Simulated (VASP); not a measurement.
KSb2O5, 8 atoms in the cell. The structure is hexagonal, space group P6/mmm (No. 191). The conventional cell has a = 6.843 Å, b = 6.843 Å, c = 4.013 Å, α = 90.00°, β = 90.00°, γ = 120.00°. K (site symmetry 6/mmm) has 18 O at 3.95 to 3.97 Å and 2 K at 4.01 Å and 12 Sb at 4.43 Å within 5.2 Å. Sb (site symmetry -6m2) has 5 O at 1.98 to 2.01 Å within 2.6 Å. O (site symmetry -6m2) has 2 Sb at 2.01 Å within 2.7 Å. O (site symmetry mmm) has 2 Sb at 1.98 Å within 2.6 Å. The cell was built from a structure type or drawn by symmetry, and may not be a known phase.

- Program: VASP 6.6.1
- Task: single point
- Functional: PBE
- Potentials or basis: VASP PAW PBE potentials, release 64 (K_sv, Sb, O)
- Cutoff: 520 eV
- k mesh: 3 × 3 × 4
- Occupations: gaussian, width 0.1 eV
- Spin: no spin polarisation
- Dipole correction: no
- Further INCAR settings: ALGO = Normal; EDIFF = 1e-06; NBANDS = 34

Potentials or basis: VASP PAW PBE potentials, release 64 (K_sv, Sb, O).

Command:

```console
$ cat potpaw_PBE.64/K_sv/POTCAR potpaw_PBE.64/Sb/POTCAR potpaw_PBE.64/O/POTCAR > POTCAR
$ mpirun -np 1 vasp_std > vasp.out
```

Hardware: 1 thread of AMD EPYC 9R45 96-Core Processor (Zen 5), with other jobs on the host.

Task: How long does it take, and how much memory?

Result: It took 44 s on 1 thread of AMD EPYC 9R45 96-Core Processor (Zen 5) (shared host), peak memory 0.27 GiB. Counts: scf iterations 16, k points 9.
